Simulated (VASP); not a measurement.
Input of a VASP 6.6.1 run:

INCAR

```
SYSTEM = Al16BN14
PREC     = Accurate       ! precision mode
ENCUT    = 520            ! plane-wave cutoff, eV
EDIFF    = 1E-6           ! SCF threshold, eV
ISMEAR   = 0              ! smearing method
SIGMA    = 0.01           ! smearing width, eV
LREAL    = Auto         
LASPH    = .TRUE.         ! aspherical terms in the spheres
NELM     = 200            ! most SCF steps
ALGO     = Normal         ! electronic algorithm
ISIF     = 2              ! what is computed and relaxed
LWAVE    = .FALSE.        ! write WAVECAR
LCHARG   = .FALSE.        ! write CHGCAR
ISPIN    = 2              ! spin polarisation
MAGMOM   = 0 0 0 0 0 0.02 0 0 0 0.02 0 0 0.01 0.03 0 0 0 0 0 0 0.06 0 0.02 0.07 0 0 0.03 0.04 0 0 0.28 ! initial moments
LORBIT   = 11             ! projections on sites
NUPDOWN  = 1.0            ! fixed moment
GGA      = PE             ! functional
NBANDS   = 86             ! bands
GGA_COMPAT= .FALSE.
```

Contents of KPOINTS:

```
Automatic mesh
0
Gamma
  1 1 1
  0.25 0.25 0.25
```

The input POSCAR:

```
Al16BN14
1.0
    6.2595139100      0.0000000600      0.0000000000
   -3.1297570100      5.4208980300      0.0000000000
    0.0000000000      0.0000000000     10.0348065900
Al N B
16 14 1
Direct
    0.3333333300      0.1666666700      0.2496176900
    0.1666666700      0.3333333300      0.4996176900
    0.3333333300      0.1666666700      0.7496176900
    0.1666666700      0.3333333300      0.9996176900
    0.3333333300      0.6666666700      0.2496176900
    0.1666666700      0.8333333300      0.4996176900
    0.3333333300      0.6666666700      0.7496176900
    0.1666666700      0.8333333300      0.9996176900
    0.8333333300      0.1666666700      0.2496176900
    0.6666666700      0.3333333300      0.4996176900
    0.8333333300      0.1666666700      0.7496176900
    0.6666666700      0.3333333300      0.9996176900
    0.8333333300      0.6666666700      0.2496176900
    0.6666666700      0.8333333300      0.4996176900
    0.8333333300      0.6666666700      0.7496176900
    0.6666666700      0.8333333300      0.9996176900
    0.3333333300      0.1666666700      0.4403823100
    0.1666666700      0.3333333300      0.1903823100
    0.3333333300      0.1666666700      0.9403823100
    0.1666666700      0.3333333300      0.6903823100
    0.3333333300      0.6666666700      0.4403823100
    0.3333333300      0.6666666700      0.9403823100
    0.1666666700      0.8333333300      0.6903823100
    0.8333333300      0.1666666700      0.4403823100
    0.6666666700      0.3333333300      0.1903823100
    0.8333333300      0.1666666700      0.9403823100
    0.6666666700      0.3333333300      0.6903823100
    0.6666666700      0.8333333300      0.1903823100
    0.8333333300      0.6666666700      0.9403823100
    0.6666666700      0.8333333300      0.6903823100
    0.8333333300      0.6666666700      0.4403823100
```

Potentials or basis: VASP PAW PBE potentials, release 64 (Al, N, B).

The run is started by

```console
$ cat potpaw_PBE.64/Al/POTCAR potpaw_PBE.64/N/POTCAR potpaw_PBE.64/B/POTCAR > POTCAR
$ mpirun -np 1 vasp_std > vasp.out
```

(1) What does it give for the pressure?

(2) Predict the largest force.

Results:

(1) 3.5 GPa.

(2) 1.722 eV/Å.

Caveat: the k points lie up to 0.58 Å⁻¹ apart; the total moment is fixed, so each spin has its own Fermi level and the state may be an excited one.
